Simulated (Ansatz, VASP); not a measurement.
# TaSi: VASP beside Ansatz

Contents of INCAR:

```
PREC = Accurate
ENCUT = 600
EDIFF = 1E-6
ISMEAR = 0
SIGMA = 0.1
LREAL = False
LASPH = True
NELM = 60
ALGO = Normal
ISIF = 3
LWAVE = False
LCHARG = False
GGA = PE
IBRION = 2
NSW = 90
EDIFFG = -0.04
```

Contents of KPOINTS:

```
regular mesh
0
Gamma
  6 6 4
```

POSCAR

```
TaSi
1.0
    3.4207687403      0.0000000000      0.0000000000
   -1.7103843701      2.9624726296      0.0000000000
    0.0000000000      0.0000000000      6.7390374720
Ta Si
2 2
Direct
    0.3333333333      0.6666666667      0.8442636606
    0.6666666667      0.3333333333      0.1557363394
    0.3333333333      0.6666666667      0.4076166605
    0.6666666667      0.3333333333      0.5923833395
```

Input for Ansatz:

```yaml
crystal:
  lattice:
    - [3.4207687403, 0.0, 0.0]
    - [-1.7103843701, 2.9624726296, 0.0]
    - [0.0, 0.0, 6.739037472]
  atoms:
    - { symbol: Ta, position: [0.3333333333, 0.6666666667, 0.8442636606] }
    - { symbol: Ta, position: [0.6666666667, 0.3333333333, 0.1557363394] }
    - { symbol: Si, position: [0.3333333333, 0.6666666667, 0.4076166605] }
    - { symbol: Si, position: [0.6666666667, 0.3333333333, 0.5923833395] }
basis:
  ecutwfc: 420
kpoints:
  mp_grid: { grid: [6, 6, 4] }
hamiltonian:
  xc: pbe
scf:
  occupations: { method: gaussian, width: 0.1 }
  lower_state_search: "off"
output:
  forces: true
  stress: true
  eigenvalues: true
relax:
  adjacent_minimum: "off"
  f_tol: 0.04
  max_steps: 70
  cell: { stress_tol: 0.4 }
```

Alike in both runs: task relaxation of cell and atoms; functional PBE; k mesh 6 × 6 × 4; occupations gaussian, width 0.1 eV; no spin polarisation.

|  | VASP | Ansatz |
| --- | --- | --- |
| version | VASP 6.6.1 | Ansatz 0.2.0 |
| potentials or method | VASP PAW PBE potentials, release 64 (Ta_pv, Si), cutoff 600 eV | scalar-relativistic, plane waves, PAW |
| valence electrons in the cell | 30 | 34 |

|  | VASP | Ansatz | Ansatz less VASP |
| --- | --- | --- | --- |
| gap on the k mesh at the Fermi level, each at its own relaxed structure (eV) | none | none | - |
| relaxed volume (Å³/atom) | 17.08 | 17.10 | +0.018 |
| relaxed cell length with the largest relative difference (Å) | 6.710 | 6.715 | +0.0048 |

A gap of «none» marks a metal or a gap that the smearing closes. VASP's potentials hold 30 valence electrons a cell and Ansatz's 34, so a difference there can come from the potentials and not from the codes.

Neither program's run includes spin-orbit coupling.
